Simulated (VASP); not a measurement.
# Hf2B (Fm-3m) in VASP: notebook, part 2 of 2

VASP 6.6.1.

## (3) Single point, PBE

This run uses another cell than the first one, of 16.78 Å³/atom, 1.128 times its volume.

Input file INCAR:

```
PREC = Accurate
ENCUT = 520
EDIFF = 1E-6
ISMEAR = 0
SIGMA = 0.1
LREAL = F
LASPH = T
NELM = 60
ALGO = Normal
ISIF = 2
LWAVE = F
LCHARG = F
GGA = PE
NBANDS = 18
```

Input file KPOINTS:

```
Automatic mesh
0
Gamma
  6 6 6
```

Input file POSCAR:

```
Hf2B
1.0
    0.0000000000      2.9308609205      2.9308609205
    2.9308609205      0.0000000000      2.9308609205
    2.9308609205      2.9308609205      0.0000000000
Hf B
2 1
Direct
    0.2500000000      0.2500000000      0.2500000000
    0.7500000000      0.7500000000      0.7500000000
    0.0000000000      0.0000000000      0.0000000000
```

Potentials or basis: VASP PAW PBE potentials, release 64 (Hf_pv, B).

The run is started by

```
> cat potpaw_PBE.64/Hf_pv/POTCAR potpaw_PBE.64/B/POTCAR > POTCAR
> mpirun -np 1 vasp_std > vasp.out
```

OUTCAR:

```text
PREC = Accurate
   ENCUT = 520
   EDIFF = 1E-6
   ISMEAR = 0
   LREAL = F
   LASPH = T
   NELM = 60
   ISIF = 2
   GGA = PE

 ion  position               nearest neighbor table
   1  0.250  0.250  0.250-   3 2.54   3 2.54   3 2.54   3 2.54   2 2.93   2 2.93   2 2.93   2 2.93
                             2 2.93   2 2.93
   2  0.750  0.750  0.750-   3 2.54   3 2.54   3 2.54   3 2.54   1 2.93   1 2.93   1 2.93   1 2.93
                             1 2.93   1 2.93
   3  0.000  0.000  0.000-   2 2.54   2 2.54   2 2.54   1 2.54   2 2.54   1 2.54   1 2.54   1 2.54

  LATTYP: Found a face centered cubic cell.
 ALAT       =     5.8617218410

  Lattice vectors:

 A1 = (   0.0000000000,   2.9308609205,   2.9308609205)
 A2 = (   2.9308609205,   0.0000000000,   2.9308609205)
 A3 = (   2.9308609205,   2.9308609205,   0.0000000000)

Analysis of symmetry for initial positions (statically):
=====================================================================
 Subroutine PRICEL returns:
 Original cell was already a primitive cell.

 Routine SETGRP: Setting up the symmetry group for a
 face centered cubic supercell.

 Subroutine GETGRP returns: Found 48 space group operations
 (whereof 48 operations were pure point group operations)
 out of a pool of 48 trial point group operations.

The static configuration has the point symmetry O_h .

Analysis of symmetry for dynamics (positions and initial velocities):
=====================================================================
 Subroutine PRICEL returns:
 Original cell was already a primitive cell.

 Routine SETGRP: Setting up the symmetry group for a
 face centered cubic supercell.

 Subroutine GETGRP returns: Found 48 space group operations
 (whereof 48 operations were pure point group operations)
 out of a pool of 48 trial point group operations.

The dynamic configuration has the point symmetry O_h .

 Subroutine INISYM returns: Found 48 space group operations
 (whereof 48 operations are pure point group operations),
 and found     1 'primitive' translations

----------------------------------------------------------------------------------------

                                     Primitive cell

  volume of cell :      50.3519

  direct lattice vectors                    reciprocal lattice vectors
     0.000000000  2.930860920  2.930860920    -0.170598337  0.170598337  0.170598337
     2.930860920  0.000000000  2.930860920     0.170598337 -0.170598337  0.170598337
     2.930860920  2.930860920  0.000000000     0.170598337  0.170598337 -0.170598337

  length of vectors
     4.144863263  4.144863263  4.144863263     0.295484988  0.295484988  0.295484988

  position of ions in fractional coordinates (direct lattice)
     0.250000000  0.250000000  0.250000000
     0.750000000  0.750000000  0.750000000
     0.000000000  0.000000000  0.000000000

  ion indices of the primitive-cell ions
   primitive index   ion index
                 1           1
                 2           2
                 3           3

----------------------------------------------------------------------------------------

 KPOINTS: Automatic mesh

Automatic generation of k-mesh.
 Grid dimensions read from file:
 generate k-points for:    6    6    6

 Generating k-lattice:

  Cartesian coordinates                     Fractional coordinates (reciprocal lattice)
    -0.028433056  0.028433056  0.028433056     0.166666667  0.000000000  0.000000000
     0.028433056 -0.028433056  0.028433056     0.000000000  0.166666667  0.000000000
     0.028433056  0.028433056 -0.028433056     0.000000000  0.000000000  0.166666667

  Length of vectors
     0.049247498  0.049247498  0.049247498

  Shift w.r.t. Gamma in fractional coordinates (k-lattice)
     0.000000000  0.000000000  0.000000000

 Subroutine IBZKPT returns following result:
 ===========================================

 Found     16 irreducible k-points:

 Following reciprocal coordinates:
            Coordinates               Weight
  0.000000  0.000000  0.000000      1.000000
  0.166667  0.000000  0.000000      8.000000
  0.333333  0.000000  0.000000      8.000000
  0.500000  0.000000  0.000000      4.000000
  0.166667  0.166667  0.000000      6.000000
  0.333333  0.166667  0.000000     24.000000
[... 8 lines left out ...]
 -0.333333  0.333333  0.166667     24.000000
 -0.333333  0.500000  0.166667     12.000000
   k-points           NKPTS =     16   k-points in BZ     NKDIM =     16   number of bands    NBANDS=     18
   number of dos      NEDOS =    301   number of ions     NIONS =      3
   total plane-waves  NPLWV =  32768
   dimension x,y,z NGX =    32 NGY =   32 NGZ =   32
   dimension x,y,z NGXF=    64 NGYF=   64 NGZF=   64
   ions per type =               2   1
   NGX,Y,Z   is equivalent  to a cutoff of  12.83, 12.83, 12.83 a.u.
   NGXF,Y,Z  is equivalent  to a cutoff of  25.67, 25.67, 25.67 a.u.
 SYSTEM =  unknown system
   PREC   = accura    normal or accurate (medium, high low for compatibility)
   ISTART =      0    job   : 0-new  1-cont  2-samecut
   ICHARG =      2    charge: 1-file 2-atom 10-const
   ISPIN  =      1    spin polarized calculation?
   LNONCOLLINEAR =      F non collinear calculations
   LSORBIT =      F    spin-orbit coupling
   LASPH  =      T    aspherical Exc in radial PAW
   ENCUT  =  520.0 eV  38.22 Ry    6.18 a.u.   7.71  7.71  7.71*2*pi/ulx,y,z
   NELM   =     60;   NELMIN=  2; NELMDL= -5     # of ELM steps
   EDIFF  = 0.1E-05   stopping-criterion for ELM
   LREAL  =      F    real-space projection
   EDIFFG = 0.1E-04   stopping-criterion for IOM
   NSW    =      0    number of steps for IOM
   IBRION =     -1    ionic relax: 0-MD 1-quasi-New 2-CG
   NFREE  =      0    steps in history (QN), initial steepest desc. (CG)
   ISIF   =      2    stress and relaxation
   ISYM   =      2    0-nonsym 1-usesym 2-fastsym
   POTIM  = 0.5000    time-step for ionic-motion
   TEBEG  =    0.0;   TEEND  =   0.0 temperature during run
   PSTRESS=    0.0 pullay stress
   NELECT =      23.0000    total number of electrons
   NUPDOWN=      -1.0000    fix difference up-down
   EMIN   =  10.00;   EMAX   =-10.00  energy-range for DOS
   EFERMI =   0.00;   METHOD = LEGACY
   ISMEAR =     0;   SIGMA  =   0.10  broadening in eV -4-tet -1-fermi 0-gaus
   EFERMI_NEDOS =   21; number of points for ismear=-14 and -15
   IALGO  =     38    algorithm
   IMIX   =      4    mixing-type and parameters
     AMIX     =   0.40;   BMIX     =  1.00
     AMIX_MAG =   1.60;   BMIX_MAG =  1.00
  volume/ion in A,a.u.               =      16.78       113.26
  Fermi-wavevector in a.u.,A,eV,Ry     =   1.260798  2.382563 21.627984  1.589612
  Thomas-Fermi vector in A             =   2.394290
   LORBIT       =      0    0 simple, 1 ext, 2 COOP (PROOUT), +10 PAW based schemes
   GGA     = PE    functional components
   LHFCALC =     F    Hartree Fock is set to
   AEXX    =    0.0000 exact exchange contribution
   IVDW    =     0    specifies the selected vdW correction
   LEPSILON=     F    determine dielectric tensor
   LRPA    =     F    only Hartree local field effects (RPA)
 non-spin polarized calculation
 Gauss-broadening in eV      SIGMA  =   0.10
  energy-cutoff  :      520.00
  volume of cell :       50.35
 maximum number of plane-waves:      1380
   NGX = 15   NGY = 15   NGZ = 15

 number of electron      23.0000003 magnetization

 Free energy of the ion-electron system (eV)
  ---------------------------------------------------
  ext. energy  EPLUGINS =         0.00000000
  ---------------------------------------------------
  free energy    TOTEN  =       -27.03155965 eV

  energy without entropy =      -27.02359851  energy(sigma->0) =      -27.02757908

 E-fermi :   4.9003     XC(G=0): -11.4626

 val. band max:        4.8774607391   @ k =   0.5000   0.3333   0.1667
 cond. band min:       4.9689066276   @ k =  -0.3333   0.5000   0.1667
 fundamental gap:      0.0914458885
 Fermi energy:         4.9002542115

 k-point     1 :       0.0000    0.0000    0.0000
  band No.  band energies     occupation
      1     -25.6138      2.00000
      2     -25.6138      2.00000
      3     -25.6138      2.00000
      4     -24.9598      2.00000
      5     -24.9598      2.00000
      6     -24.9598      2.00000
[... 10 lines left out ...]
     17      11.7736      0.00000
     18      11.7736      0.00000
[... 298 lines left out ...]
      2     -25.7702      2.00000
      3     -25.5316      2.00000
      4     -25.1009      2.00000
      5     -24.8548      2.00000
      6     -24.8153      2.00000
[... 10 lines left out ...]
     17       8.9358      0.00000
     18      10.5395      0.00000

------------------------ aborting loop because EDIFF is reached ----------------------------------------

  FORCE on cell =-STRESS in cart. coord.  units (eV):
  Direction    XX          YY          ZZ          XY          YZ          ZX
  --------------------------------------------------------------------------------------
  -------------------------------------------------------------------------------------
  Total       -0.1404667     -0.1404667     -0.1404667      0.0000000      0.0000000      0.0000000
  in kB       -4.4695962     -4.4695962     -4.4695962      0.0000000      0.0000000      0.0000000
  external PRESSURE =      -4.4695962 kB  Pullay stress =       0.0000000 kB

 VOLUME and BASIS-vectors are now :
 -----------------------------------------------------------------------------
  energy-cutoff  :      520.00
  volume of cell :       50.35
      direct lattice vectors                 reciprocal lattice vectors
     0.000000000  2.930860920  2.930860920    -0.170598337  0.170598337  0.170598337
     2.930860920  0.000000000  2.930860920     0.170598337 -0.170598337  0.170598337
     2.930860920  2.930860920  0.000000000     0.170598337  0.170598337 -0.170598337

 POSITION                                       TOTAL-FORCE (eV/Angst)
 -----------------------------------------------------------------------------------
      1.46543      1.46543      1.46543         0.000000     -0.000000      0.000000
      4.39629      4.39629      4.39629         0.000000      0.000000     -0.000000
      0.00000      0.00000      0.00000        -0.000000      0.000000      0.000000
 -----------------------------------------------------------------------------------
    total drift:                               -0.000000     -0.000000      0.000000

  FREE ENERGIE OF THE ION-ELECTRON SYSTEM (eV)
  ---------------------------------------------------
  free  energy   TOTEN  =       -27.0315596466 eV

  energy  without entropy=      -27.0235985125  energy(sigma->0) =      -27.02757908
```

OSZICAR:

```text
N       E                     dE             d eps       ncg     rms          rms(c)
DAV:   1     0.626483227463E+02    0.62648E+02   -0.12857E+04   584   0.120E+03
DAV:   2    -0.270133904370E+02   -0.89662E+02   -0.87649E+02   720   0.273E+02
DAV:   3    -0.298566887957E+02   -0.28433E+01   -0.27912E+01   758   0.332E+01
DAV:   4    -0.298839538415E+02   -0.27265E-01   -0.26732E-01   744   0.358E+00
DAV:   5    -0.298841733982E+02   -0.21956E-03   -0.21954E-03   748   0.320E-01    0.624E+01
DAV:   6    -0.270579048366E+02    0.28263E+01   -0.12294E+01   632   0.135E+01    0.426E+01
DAV:   7    -0.270541885985E+02    0.37162E-02   -0.14219E+00   728   0.572E+00    0.133E+01
DAV:   8    -0.270330093119E+02    0.21179E-01   -0.16237E-01   626   0.156E+00    0.723E-01
DAV:   9    -0.270316352187E+02    0.13741E-02   -0.12052E-02   628   0.484E-01    0.237E-01
DAV:  10    -0.270315589725E+02    0.76246E-04   -0.66575E-04   700   0.152E-01    0.678E-02
DAV:  11    -0.270315752448E+02   -0.16272E-04   -0.17541E-04   690   0.549E-02    0.784E-02
DAV:  12    -0.270315594604E+02    0.15784E-04   -0.81772E-05   646   0.388E-02    0.215E-03
DAV:  13    -0.270315596466E+02   -0.18620E-06   -0.18738E-06   652   0.906E-03
   1 F= -.27031560E+02 E0= -.27027579E+02  d E =-.796113E-02
```

Run time: 11 s. Hardware: 1 thread of AMD EPYC 7R13 (Zen 3), shared host; peak memory 0.15 GiB.

Results:

```
Free energy : -27.0316 eV
Pressure    : -0.4 GPa
```

Caveat: spin-orbit coupling is left out, which moves the levels of the heavy elements.

## (4) Relaxation of cell and atoms, PBE

Input file INCAR:

```
PREC = Accurate ; ENCUT = 600
EDIFF = 1E-6 ; ISMEAR = 0
SIGMA = 0.1 ; LREAL = False
LASPH = True ; NELM = 60
ALGO = Normal ; ISIF = 3
LWAVE = False ; LCHARG = False
GGA = PE ; IBRION = 2
NSW = 90 ; EDIFFG = -0.04
```

Input file KPOINTS:

```
regular mesh
0
Gamma
  6 6 6
```

Input file POSCAR:

```
Hf2B
1.0
    0.0000000000      2.8156041328      2.8156041328
    2.8156041328      0.0000000000      2.8156041328
    2.8156041328      2.8156041328      0.0000000000
Hf B
2 1
Direct
    0.2500000000      0.2500000000      0.2500000000
    0.7500000000      0.7500000000      0.7500000000
    0.0000000000      0.0000000000      0.0000000000
```

The run is started by

```
> cat potpaw_PBE.64/Hf_pv/POTCAR potpaw_PBE.64/B/POTCAR > POTCAR
> mpirun -np 1 vasp_std > vasp.out
```

Wall time 30 s (1 thread of AMD EPYC 7R13 (Zen 3), shared host); peak memory 0.16 GiB.

The run converged. Its results:

* Free energy: -27.0316 eV
* Relaxed volume: 16.74 Å³/atom
* Relaxed cell: a = 4.141 Å, b = 4.141 Å, c = 4.141 Å, α = 60.00°, β = 60.00°, γ = 60.00°
* Space group after relaxing (to 0.05 Å): Fm-3m (No. 225)
* Energy gained by relaxing: 108.3 meV/atom
* Ionic steps: 4
* Pressure after relaxing: -0.1 GPa

The path:
```csv
step,energy change (eV),largest force (eV/Å),pressure (GPa),volume (Å³)
1,0.0000,0.0000,20.59,44.64
2,0.1183,0.0000,-15.80,58.17
3,-0.3246,0.0000,-0.49,50.37
4,-0.3249,0.0000,-0.06,50.21
```

Final structure:
```cif
data_structure
_symmetry_space_group_name_H-M 'P 1'
_symmetry_Int_Tables_number 1
_cell_length_a 4.1410
_cell_length_b 4.1410
_cell_length_c 4.1410
_cell_angle_alpha 60.000
_cell_angle_beta 60.000
_cell_angle_gamma 60.000
_cell_volume 50.21
loop_
_atom_site_label
_atom_site_type_symbol
_atom_site_fract_x
_atom_site_fract_y
_atom_site_fract_z
_atom_site_occupancy
Hf1 Hf 0.25000 0.25000 0.25000 1
Hf2 Hf 0.75000 0.75000 0.75000 1
B1 B 0.00000 0.00000 0.00000 1
```

Levels at points of the mesh, in eV from the Fermi level:
```
           k point  band 10  band 11  band 12  band 13  band 14  band 15
(0.00, 0.00, 0.00)    -3.39    -1.53    -1.53     2.19     6.22     6.22
(0.50, 0.00, 0.00)    -1.95     0.72     0.72     1.35     2.20     2.51
(0.50, 0.50, 0.00)    -0.84    -0.65    -0.65    -0.49     3.39     3.39
```

Caveat: spin-orbit coupling is left out, which moves the levels of the heavy elements.

## (5) Single point, PBE

This run uses another cell than the first one, of 16.81 Å³/atom, 1.130 times its volume.

Input file INCAR:

```
  PREC = Accurate
  ENCUT = 520
  EDIFF = 1E-6
  ISMEAR = 0
  SIGMA = 0.1
  LREAL = F
  LASPH = T
  NELM = 80
  ALGO = Fast
  ISIF = 2
  LWAVE = F
  LCHARG = T
  GGA = PE
  LELF = T
  LVHAR = T
  NBANDS = 18
```

Input file KPOINTS:

```
Automatic mesh
0
Gamma
  14 14 14
```

Input file POSCAR:

```
Hf2B
1.0
    0.0000000000      2.9324471007      2.9324471007
    2.9324471007      0.0000000000      2.9324471007
    2.9324471007      2.9324471007      0.0000000000
Hf B
2 1
Direct
    0.2500000000      0.2500000000      0.2500000000
    0.7500000000      0.7500000000      0.7500000000
    0.0000000000      0.0000000000      0.0000000000
```

The run is started by

```
> cat potpaw_PBE.64/Hf_pv/POTCAR potpaw_PBE.64/B/POTCAR > POTCAR
> mpirun -np 1 vasp_std > vasp.out
```

Run time: 79 s. Hardware: 1 thread of AMD EPYC 7R13 (Zen 3), shared host; peak memory 0.21 GiB.

Results (log left out):

- Free energy: -27.0158 eV
- Pressure: -0.5 GPa

Levels at points of the mesh, in eV from the Fermi level:
```tsv
k point	band 9	band 10	band 11	band 12	band 13	band 14	band 15	band 16
(0.00, 0.00, 0.00)	-3.41	-3.41	-1.56	-1.56	2.13	6.15	6.15	6.83
(0.50, 0.00, 0.00)	-1.98	-1.98	0.68	0.68	1.31	2.15	2.45	2.45
(0.50, 0.50, 0.00)	-1.65	-0.88	-0.68	-0.68	-0.52	3.33	3.33	3.39
```

Caveat: spin-orbit coupling is left out, which moves the levels of the heavy elements.

## (6) Relaxation of cell and atoms, PBE

This run uses another cell than the first one, of 16.78 Å³/atom, 1.128 times its volume.

Input file INCAR:

```
SYSTEM = Hf2B
ALGO = Normal
EDIFF = 1E-7
EDIFFG = -0.01
ENCUT = 600
GGA = PE
IBRION = 2
ISIF = 3
ISMEAR = 0
LASPH = .TRUE.
LCHARG = .FALSE.
LREAL = .FALSE.
LWAVE = .FALSE.
NELM = 80
NSW = 100
PREC = Accurate
SIGMA = 0.1
```

Input file KPOINTS:

```
k-points
0
G
  14 14 14
  0 0 0
```

Input file POSCAR:

```
Hf2B
1.0
    0.0000000000      2.9308609205      2.9308609205
    2.9308609205      0.0000000000      2.9308609205
    2.9308609205      2.9308609205      0.0000000000
Hf B
2 1
Direct
    0.2500000000      0.2500000000      0.2500000000
    0.7500000000      0.7500000000      0.7500000000
    0.0000000000      0.0000000000      0.0000000000
```

Potentials or basis: VASP PAW PBE potentials, release 64 (Hf_pv, B).

The run is started by

```
> cat potpaw_PBE.64/Hf_pv/POTCAR potpaw_PBE.64/B/POTCAR > POTCAR
> mpirun -np 1 vasp_std > vasp.out
```

Wall time 7.2 min (1 thread of AMD EPYC 7R13 (Zen 3), shared host); peak memory 0.25 GiB.

The run converged. Its results:

* Free energy: -27.0170 eV
* Relaxed volume: 16.75 Å³/atom
* Relaxed cell: a = 4.142 Å, b = 4.142 Å, c = 4.142 Å, α = 60.00°, β = 60.00°, γ = 60.00°
* Space group after relaxing (to 0.05 Å): Fm-3m (No. 225)
* Energy gained by relaxing: 0.0 meV/atom
* Ionic steps: 3
* Pressure after relaxing: 0.0 GPa

Final structure:
```
CELL_PARAMETERS angstrom
0.00000 2.92886 2.92886
2.92886 0.00000 2.92886
2.92886 2.92886 0.00000
ATOMIC_POSITIONS crystal
Hf 0.25000 0.25000 0.25000
Hf 0.75000 0.75000 0.75000
B 0.00000 0.00000 0.00000
```

Levels at points of the mesh, in eV from the Fermi level:
```tsv
k point	band 9	band 10	band 11	band 12	band 13	band 14	band 15
(0.00, 0.00, 0.00)	-3.42	-3.42	-1.57	-1.57	2.15	6.18	6.18
(0.50, 0.00, 0.00)	-1.98	-1.98	0.68	0.68	1.31	2.16	2.46
(0.50, 0.50, 0.00)	-1.65	-0.88	-0.68	-0.68	-0.53	3.35	3.35
```

Caveat: spin-orbit coupling is left out, which moves the levels of the heavy elements.

## (7) Overview

```tsv
task	cell	k mesh	cutoff (eV)	gap on the mesh (eV)	pressure (GPa)	relaxed volume (Å³/atom)
single point	a = 3.982 Å, angles 60.0°, 3 atoms	6 × 6 × 6	520	none	20.6	-
single point	a = 4.145 Å, angles 60.0°, 3 atoms	6 × 6 × 6	520	none	-0.4	-
relaxation of cell and atoms	relaxed from a = 3.982 Å, angles 60.0°, 3 atoms	6 × 6 × 6	600	none	-0.1	16.74
single point	a = 4.147 Å, angles 60.0°, 3 atoms	14 × 14 × 14	520	none	-0.5	-
relaxation of cell and atoms	relaxed from a = 4.145 Å, angles 60.0°, 3 atoms	14 × 14 × 14	600	none	0.0	16.75
```

Alike in all rows: level PBE; potentials or basis VASP PAW PBE potentials, release 64 (Hf_pv, B); no spin polarisation; smearing gaussian 0.1 eV.

Caveats: spin-orbit coupling is left out, which moves the levels of the heavy elements.

Absolute energies hang on the potentials; compare differences alone.
